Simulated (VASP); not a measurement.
# NbAs (Fm-3m) in VASP: further runs

NbAs is run at these levels: r2SCAN; tasks: single point.

Program: VASP 6.6.1. These are calculated values, not measurements. Logs are shortened: lines on timing, memory, paths and dates and some standing lists are left out, and cuts for length are marked.

## 1. The cell of the first run

It takes space group Fm-3m (No. 225, cubic). Conventional cell: a = 5.197 Å, b = 5.197 Å, c = 5.197 Å, α = 90.00°, β = 90.00°, γ = 90.00°. Nb (site symmetry m-3m) has 6 As at 2.60 Å within 3.4 Å. As (site symmetry m-3m) has 6 Nb at 2.60 Å within 3.4 Å.

## 2. Single point, r2SCAN

POSCAR

```
NbAs
1.0
    0.0000000000      2.5985719320      2.5985719320
    2.5985719320      0.0000000000      2.5985719320
    2.5985719320      2.5985719320      0.0000000000
Nb As
1 1
Direct
    0.0000000000      0.0000000000      0.0000000000
    0.5000000000      0.5000000000      0.5000000000
```

INCAR.step1

```
SYSTEM = NbAs
ALGO     = Normal         ! electronic algorithm
EDIFF    = 1E-4           ! SCF threshold, eV
ENCUT    = 520            ! plane-wave cutoff, eV
GGA      = PE             ! functional
ISMEAR   = 0              ! smearing method
LASPH    = .True.         ! aspherical terms in the spheres
LCHARG   = .False.        ! write CHGCAR
LREAL    = .False.        ! projectors in reciprocal space
LWAVE    = .True.         ! write WAVECAR
NBANDS   = 16             ! bands
NELM     = 60             ! most SCF steps
PREC     = Accurate       ! precision mode
SIGMA    = 0.1            ! smearing width, eV
```

INCAR.step2

```
SYSTEM = NbAs
ALGO     = Normal         ! electronic algorithm
EDIFF    = 1E-7           ! SCF threshold, eV
ENCUT    = 520            ! plane-wave cutoff, eV
ISIF     = 2              ! what is computed and relaxed
ISMEAR   = 0              ! smearing method
ISTART   = 1            
LASPH    = .True.         ! aspherical terms in the spheres
LCHARG   = .True.         ! write CHGCAR
LELF     = .True.         ! ELF
LMIXTAU  = .True.       
LREAL    = .False.        ! projectors in reciprocal space
LVHAR    = .True.       
LWAVE    = .False.        ! write WAVECAR
METAGGA  = R2SCAN         ! meta-GGA
NBANDS   = 16             ! bands
NELM     = 60             ! most SCF steps
PREC     = Accurate       ! precision mode
SIGMA    = 0.1            ! smearing width, eV
```

KPOINTS

```
k-points
0
Gamma
  6 6 6
  0 0 0
```

Potentials or basis: VASP PAW PBE potentials, release 64 (Nb_sv, As).

The run is started by

```bash
> cat potpaw_PBE.64/Nb_sv/POTCAR potpaw_PBE.64/As/POTCAR > POTCAR
> cp INCAR.step1 INCAR
> mpirun -np 1 vasp_std > vasp.out
> cp INCAR.step2 INCAR
> mpirun -np 1 vasp_std > vasp.out
```

OUTCAR:

```text
SYSTEM = NbAs
   EDIFF = 1E-7
   ENCUT = 520
   ISIF = 2
   ISMEAR = 0
   ISTART = 1
   LASPH = .True.
   LREAL = .False.
   METAGGA = R2SCAN
   NELM = 60
   PREC = Accurate

 ion  position               nearest neighbor table
   1  0.000  0.000  0.000-   2 2.60   2 2.60   2 2.60   2 2.60   2 2.60   2 2.60
   2  0.500  0.500  0.500-   1 2.60   1 2.60   1 2.60   1 2.60   1 2.60   1 2.60

  LATTYP: Found a face centered cubic cell.
 ALAT       =     5.1971438640

  Lattice vectors:

 A1 = (   0.0000000000,   2.5985719320,   2.5985719320)
 A2 = (   2.5985719320,   0.0000000000,   2.5985719320)
 A3 = (   2.5985719320,   2.5985719320,   0.0000000000)

Analysis of symmetry for initial positions (statically):
=====================================================================
 Subroutine PRICEL returns:
 Original cell was already a primitive cell.

 Routine SETGRP: Setting up the symmetry group for a
 face centered cubic supercell.

 Subroutine GETGRP returns: Found 48 space group operations
 (whereof 48 operations were pure point group operations)
 out of a pool of 48 trial point group operations.

The static configuration has the point symmetry O_h .

Analysis of symmetry for dynamics (positions and initial velocities):
=====================================================================
 Subroutine PRICEL returns:
 Original cell was already a primitive cell.

 Routine SETGRP: Setting up the symmetry group for a
 face centered cubic supercell.

 Subroutine GETGRP returns: Found 48 space group operations
 (whereof 48 operations were pure point group operations)
 out of a pool of 48 trial point group operations.

The dynamic configuration has the point symmetry O_h .

 Subroutine INISYM returns: Found 48 space group operations
 (whereof 48 operations are pure point group operations),
 and found     1 'primitive' translations

----------------------------------------------------------------------------------------

                                     Primitive cell

  volume of cell :      35.0941

  direct lattice vectors                    reciprocal lattice vectors
     0.000000000  2.598571932  2.598571932    -0.192413377  0.192413377  0.192413377
     2.598571932  0.000000000  2.598571932     0.192413377 -0.192413377  0.192413377
     2.598571932  2.598571932  0.000000000     0.192413377  0.192413377 -0.192413377

  length of vectors
     3.674935669  3.674935669  3.674935669     0.333269744  0.333269744  0.333269744

  position of ions in fractional coordinates (direct lattice)
[... 70 lines left out ...]
   EDIFF  = 0.1E-06   stopping-criterion for ELM
   LREAL  =      F    real-space projection
   EDIFFG = 0.1E-05   stopping-criterion for IOM
   NSW    =      0    number of steps for IOM
   IBRION =     -1    ionic relax: 0-MD 1-quasi-New 2-CG
   NFREE  =      0    steps in history (QN), initial steepest desc. (CG)
   ISIF   =      2    stress and relaxation
   ISYM   =      2    0-nonsym 1-usesym 2-fastsym
   POTIM  = 0.5000    time-step for ionic-motion
   TEBEG  =    0.0;   TEEND  =   0.0 temperature during run
   PSTRESS=    0.0 pullay stress
   NELECT =      18.0000    total number of electrons
   NUPDOWN=      -1.0000    fix difference up-down
   EMIN   =  10.00;   EMAX   =-10.00  energy-range for DOS
   EFERMI =   0.00;   METHOD = LEGACY
   ISMEAR =     0;   SIGMA  =   0.10  broadening in eV -4-tet -1-fermi 0-gaus
   EFERMI_NEDOS =   21; number of points for ismear=-14 and -15
   IALGO  =     38    algorithm
   IMIX   =      4    mixing-type and parameters
     AMIX     =   0.40;   BMIX     =  1.00
     AMIX_MAG =   1.60;   BMIX_MAG =  1.00
  volume/ion in A,a.u.               =      17.55       118.41
  Fermi-wavevector in a.u.,A,eV,Ry     =   1.310451  2.476394 23.365052  1.717283
  Thomas-Fermi vector in A             =   2.440981
   LORBIT       =      0    0 simple, 1 ext, 2 COOP (PROOUT), +10 PAW based schemes
   METAGGA = R2SCAN    functional components
   LHFCALC =     F    Hartree Fock is set to
   AEXX    =    0.0000 exact exchange contribution
   IVDW    =     0    specifies the selected vdW correction
   LEPSILON=     F    determine dielectric tensor
   LRPA    =     F    only Hartree local field effects (RPA)
 non-spin polarized calculation
 Gauss-broadening in eV      SIGMA  =   0.10
  energy-cutoff  :      520.00
  volume of cell :       35.09
 maximum number of plane-waves:       960
   NGX = 13   NGY = 13   NGZ = 13

 number of electron      18.0000001 magnetization

 Free energy of the ion-electron system (eV)
  ---------------------------------------------------
  ext. energy  EPLUGINS =         0.00000000
  ---------------------------------------------------
  free energy    TOTEN  =       -40.15679108 eV

  energy without entropy =      -40.13979262  energy(sigma->0) =      -40.14829185

 E-fermi :  10.3280     XC(G=0): -12.5094

 val. band max:       10.3237278265   @ k =   0.5000   0.5000   0.0000
 cond. band min:      10.3595748367   @ k =   0.1667   0.0000   0.0000
 fundamental gap:      0.0358470102
 Fermi energy:        10.3280199260

 k-point     1 :       0.0000    0.0000    0.0000
  band No.  band energies     occupation
      1     -47.3483      2.00000
      2     -22.6856      2.00000
      3     -22.6856      2.00000
      4     -22.6856      2.00000
      5      -4.0915      2.00000
      6       8.6794      2.00000
[... 281 lines left out ...]
      3     -22.7886      2.00000
      4     -22.7626      2.00000
      5      -2.1157      2.00000
      6       5.0713      2.00000
[... 8 lines left out ...]
     15      20.5057      0.00000
     16      20.8792      0.00000

------------------------ aborting loop because EDIFF is reached ----------------------------------------

  FORCE on cell =-STRESS in cart. coord.  units (eV):
  Direction    XX          YY          ZZ          XY          YZ          ZX
  --------------------------------------------------------------------------------------
  -------------------------------------------------------------------------------------
  Total        1.3900205      1.3900205      1.3900205     -0.0000000     -0.0000000      0.0000000
  in kB       63.4596328     63.4596328     63.4596328     -0.0000000     -0.0000000      0.0000000
  external PRESSURE =      63.4596328 kB  Pullay stress =       0.0000000 kB

 VOLUME and BASIS-vectors are now :
 -----------------------------------------------------------------------------
  energy-cutoff  :      520.00
  volume of cell :       35.09
      direct lattice vectors                 reciprocal lattice vectors
     0.000000000  2.598571932  2.598571932    -0.192413377  0.192413377  0.192413377
     2.598571932  0.000000000  2.598571932     0.192413377 -0.192413377  0.192413377
     2.598571932  2.598571932  0.000000000     0.192413377  0.192413377 -0.192413377

 POSITION                                       TOTAL-FORCE (eV/Angst)
 -----------------------------------------------------------------------------------
      0.00000      0.00000      0.00000         0.000000      0.000000      0.000000
      2.59857      2.59857      2.59857         0.000000      0.000000      0.000000
 -----------------------------------------------------------------------------------
    total drift:                               -0.000000      0.000000      0.000000

  FREE ENERGIE OF THE ION-ELECTRON SYSTEM (eV)
  ---------------------------------------------------
  free  energy   TOTEN  =       -40.1567910816 eV

  energy  without entropy=      -40.1397926218  energy(sigma->0) =      -40.14829185
```

OUTCAR.step1:

```text
SYSTEM = NbAs
   EDIFF = 1E-4
   ENCUT = 520
   GGA = PE
   ISMEAR = 0
   LASPH = .True.
   LREAL = .False.
[... 513 lines left out ...]
      0.00000      0.00000      0.00000         0.000000      0.000000     -0.000000
      2.59857      2.59857      2.59857        -0.000000     -0.000000      0.000000
 -----------------------------------------------------------------------------------
    total drift:                               -0.000000      0.000000      0.000000

  FREE ENERGIE OF THE ION-ELECTRON SYSTEM (eV)
  ---------------------------------------------------
  free  energy   TOTEN  =       -15.2889726658 eV

  energy  without entropy=      -15.2717711176  energy(sigma->0) =      -15.28037189
```

OSZICAR.step1:

```text
N       E                     dE             d eps       ncg     rms          rms(c)
DAV:   1     0.142260045528E+03    0.14226E+03   -0.93489E+03   512   0.109E+03
DAV:   2    -0.961166560835E+01   -0.15187E+03   -0.14670E+03   648   0.360E+02
DAV:   3    -0.161851791137E+02   -0.65735E+01   -0.63636E+01   896   0.610E+01
DAV:   4    -0.162963505056E+02   -0.11117E+00   -0.11104E+00   600   0.735E+00
DAV:   5    -0.163003796418E+02   -0.40291E-02   -0.40288E-02   840   0.133E+00    0.756E+00
DAV:   6    -0.152903703009E+02    0.10100E+01   -0.28374E+00   816   0.144E+01    0.221E+00
DAV:   7    -0.152916883414E+02   -0.13180E-02   -0.10084E-01   592   0.250E+00    0.131E+00
DAV:   8    -0.152889028572E+02    0.27855E-02   -0.14006E-02   824   0.843E-01    0.238E-01
DAV:   9    -0.152889245225E+02   -0.21665E-04   -0.12006E-03   664   0.212E-01    0.958E-02
DAV:  10    -0.152889726658E+02   -0.48143E-04   -0.14323E-04   392   0.134E-01
   1 F= -.15288973E+02 E0= -.15280372E+02  d E =-.172015E-01
```

Run time: 25 s. Hardware: 1 thread of Intel Xeon 6975P-C (Granite Rapids), shared host; peak memory 0.16 GiB.

Results:

```yaml
Free_energy: -40.1568 eV
Pressure: 6.3 GPa
Band_gap_on_the_k_mesh: zero (band 9 reaches 11.03 eV, above the bottom of band 10 at 9.20 eV)
```

Caveat: the PAW data sets were made with another functional, which shifts forces and pressure a little.

## 3. Single point, r2SCAN

This run uses another cell than the first one, of 18.27 Å³/atom, 1.041 times its volume.

POSCAR

```
NbAs
1.0
    0.0000000000      2.6340171635      2.6340171635
    2.6340171635      0.0000000000      2.6340171635
    2.6340171635      2.6340171635      0.0000000000
Nb As
1 1
Direct
    0.0000000000      0.0000000000      0.0000000000
    0.5000000000      0.5000000000      0.5000000000
```

INCAR.step1

```
ALGO     = Normal         # electronic algorithm
EDIFF    = 1E-4           # SCF threshold, eV
ENCUT    = 520            # plane-wave cutoff, eV
GGA      = PE             # functional
ISMEAR   = 0              # smearing method
LASPH    = T              # aspherical terms in the spheres
LCHARG   = F              # write CHGCAR
LREAL    = F              # projectors in reciprocal space
LWAVE    = T              # write WAVECAR
NBANDS   = 16             # bands
NELM     = 80             # most SCF steps
PREC     = Accurate       # precision mode
SIGMA    = 0.1            # smearing width, eV
```

INCAR.step2

```
ALGO     = Normal         # electronic algorithm
EDIFF    = 1E-7           # SCF threshold, eV
ENCUT    = 520            # plane-wave cutoff, eV
ISIF     = 2              # what is computed and relaxed
ISMEAR   = 0              # smearing method
ISTART   = 1            
LASPH    = T              # aspherical terms in the spheres
LCHARG   = T              # write CHGCAR
LELF     = T              # ELF
LMIXTAU  = T            
LREAL    = F              # projectors in reciprocal space
LVHAR    = T            
LWAVE    = F              # write WAVECAR
METAGGA  = R2SCAN         # meta-GGA
NBANDS   = 16             # bands
NELM     = 80             # most SCF steps
PREC     = Accurate       # precision mode
SIGMA    = 0.1            # smearing width, eV
```

KPOINTS

```
k-points
0
Gamma
  6 6 6
```

Potentials or basis: VASP PAW PBE potentials, release 64 (Nb_sv, As).

The run is started by

```bash
> cat potpaw_PBE.64/Nb_sv/POTCAR potpaw_PBE.64/As/POTCAR > POTCAR
> cp INCAR.step1 INCAR
> mpirun -np 1 vasp_std > vasp.out
> cp INCAR.step2 INCAR
> mpirun -np 1 vasp_std > vasp.out
```

OUTCAR:

```text
EDIFF = 1E-7
   ENCUT = 520
   ISIF = 2
   ISMEAR = 0
   ISTART = 1
   LASPH = T
   LREAL = F
   METAGGA = R2SCAN
   NELM = 80
   PREC = Accurate

 ion  position               nearest neighbor table
   1  0.000  0.000  0.000-   2 2.63   2 2.63   2 2.63   2 2.63   2 2.63   2 2.63
   2  0.500  0.500  0.500-   1 2.63   1 2.63   1 2.63   1 2.63   1 2.63   1 2.63

  LATTYP: Found a face centered cubic cell.
 ALAT       =     5.2680343270

  Lattice vectors:

 A1 = (   0.0000000000,   2.6340171635,   2.6340171635)
 A2 = (   2.6340171635,   0.0000000000,   2.6340171635)
 A3 = (   2.6340171635,   2.6340171635,   0.0000000000)

Analysis of symmetry for initial positions (statically):
=====================================================================
 Subroutine PRICEL returns:
 Original cell was already a primitive cell.

 Routine SETGRP: Setting up the symmetry group for a
 face centered cubic supercell.

 Subroutine GETGRP returns: Found 48 space group operations
 (whereof 48 operations were pure point group operations)
 out of a pool of 48 trial point group operations.

The static configuration has the point symmetry O_h .

[... 149 lines left out ...]
  energy without entropy =      -40.16592282  energy(sigma->0) =      -40.17467487

 E-fermi :   9.7914     XC(G=0): -12.2864

 val. band max:        9.7709538025   @ k =   0.5000   0.5000   0.0000
 cond. band min:       9.7936354731   @ k =   0.1667   0.0000   0.0000
 fundamental gap:      0.0226816706
 Fermi energy:         9.7914240983

 k-point     1 :       0.0000    0.0000    0.0000
  band No.  band energies     occupation
      1     -47.9479      2.00000
      2     -23.2747      2.00000
      3     -23.2747      2.00000
      4     -23.2747      2.00000
      5      -4.3649      2.00000
      6       8.2517      2.00000
[... 281 lines left out ...]
      3     -23.3613      2.00000
      4     -23.3395      2.00000
      5      -2.4800      2.00000
      6       4.6772      2.00000
[... 8 lines left out ...]
     15      19.6766      0.00000
     16      20.1297      0.00000

------------------------ aborting loop because EDIFF is reached ----------------------------------------

  FORCE on cell =-STRESS in cart. coord.  units (eV):
  Direction    XX          YY          ZZ          XY          YZ          ZX
  --------------------------------------------------------------------------------------
  -------------------------------------------------------------------------------------
  Total       -0.0725785     -0.0725785     -0.0725785      0.0000000      0.0000000      0.0000000
  in kB       -3.1815044     -3.1815044     -3.1815044      0.0000000      0.0000000      0.0000000
  external PRESSURE =      -3.1815044 kB  Pullay stress =       0.0000000 kB

 VOLUME and BASIS-vectors are now :
 -----------------------------------------------------------------------------
  energy-cutoff  :      520.00
  volume of cell :       36.55
      direct lattice vectors                 reciprocal lattice vectors
     0.000000000  2.634017163  2.634017163    -0.189824124  0.189824124  0.189824124
     2.634017163  0.000000000  2.634017163     0.189824124 -0.189824124  0.189824124
     2.634017163  2.634017163  0.000000000     0.189824124  0.189824124 -0.189824124

 POSITION                                       TOTAL-FORCE (eV/Angst)
 -----------------------------------------------------------------------------------
      0.00000      0.00000      0.00000         0.000000     -0.000000     -0.000000
      2.63402      2.63402      2.63402        -0.000000      0.000000      0.000000
 -----------------------------------------------------------------------------------
    total drift:                               -0.000000      0.000000      0.000000

  FREE ENERGIE OF THE ION-ELECTRON SYSTEM (eV)
  ---------------------------------------------------
  free  energy   TOTEN  =       -40.1834269275 eV

  energy  without entropy=      -40.1659228185  energy(sigma->0) =      -40.17467487
```

It took 26 s on 1 thread of Intel Xeon 6975P-C (Granite Rapids), shared host; peak memory 0.16 GiB.

Results:

* Free energy: -40.1834 eV
* Pressure: -0.3 GPa
* Band gap on the k mesh: zero (band 9 reaches 10.45 eV, above the bottom of band 10 at 8.74 eV)

Levels at points of the mesh, in eV from the Fermi level:
```tsv
k point	band 5	band 6	band 7	band 8	band 9	band 10	band 11	band 12	band 13	band 14
(0.00, 0.00, 0.00)	-14.16	-1.54	-1.54	-1.54	-1.01	-1.01	-0.33	-0.33	-0.33	5.49
(0.50, 0.00, 0.00)	-11.83	-7.27	-4.70	-4.70	0.66	0.66	1.60	3.56	6.91	6.91
(0.50, 0.50, 0.00)	-12.56	-5.26	-3.30	-2.30	-2.30	-0.02	1.35	1.35	2.59	4.49
```

Caveat: the PAW data sets were made with another functional, which shifts forces and pressure a little.
